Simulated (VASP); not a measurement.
Wanted: the native input for a VASP 6.6.1 run.

- Task: single point
- Functional: PBE-based global hybrid with 50 % exact exchange
- Potentials or basis: VASP PAW PBE potentials, release 64 (Br, K_sv)
- Cutoff: 520 eV
- k mesh: 4 × 4 × 4
- Occupations: fermi-dirac, width 0.05 eV
- Spin: no spin polarisation
- Dipole correction: no
- Grid for exact exchange (PRECFOCK): Normal
- Share of exact exchange: 0.5
- Further INCAR settings: ALGO = Normal; EDIFF = 1e-07; NBANDS = 15

The system is KBr.

```
Br K
1.0
     0.00000    3.30000    3.30000
     3.30000    0.00000    3.30000
     3.30000    3.30000    0.00000
Br K
1 1
Direct
  0.50000 0.50000 0.50000
  0.00000 0.00000 0.00000
```

These files were run (other wordings do the same):

POSCAR

```
KBr
1.0
    0.0000000000      3.3000000000      3.3000000000
    3.3000000000      0.0000000000      3.3000000000
    3.3000000000      3.3000000000      0.0000000000
Br K
1 1
Direct
    0.5000000000      0.5000000000      0.5000000000
    0.0000000000      0.0000000000      0.0000000000
```

INCAR.step1

```
PREC = Accurate ; ENCUT = 520
EDIFF = 1E-5 ; ISMEAR = -1
SIGMA = 0.05 ; LREAL = F
LASPH = T ; NELM = 100
ALGO = Normal ; ISIF = 2
LWAVE = T ; NBANDS = 15
GGA = PE
```

INCAR.step2

```
PREC = Accurate ; ENCUT = 520
EDIFF = 1E-7 ; ISMEAR = -1
SIGMA = 0.05 ; LREAL = F
LASPH = T ; NELM = 100
ALGO = Normal ; ISIF = 2
LWAVE = F ; LCHARG = T
GGA = PE ; LHFCALC = T
AEXX = 0.5 ; PRECFOCK = Normal
LELF = T ; LVHAR = T
NBANDS = 15 ; ISTART = 1
```

KPOINTS

```
regular mesh
0
Gamma
  4 4 4
```

Potentials or basis: VASP PAW PBE potentials, release 64 (Br, K_sv).

The run is started by

```bash
$ cat potpaw_PBE.64/Br/POTCAR potpaw_PBE.64/K_sv/POTCAR > POTCAR
$ cp INCAR.step1 INCAR
$ mpirun -np 1 vasp_std > vasp.out
$ cp INCAR.step2 INCAR
$ mpirun -np 1 vasp_std > vasp.out
```

Results of the run:

The pressure is 0.1 GPa and the band gap on the k mesh is 8.28 eV.

Caveat: the PAW data sets were made with another functional, which shifts forces and pressure a little.

Run time: 9.2 min on 1 thread of Intel(R) Xeon(R) Platinum 8375C CPU @ 2.90GHz (Ice Lake) (shared host), peak memory 0.2 GiB.
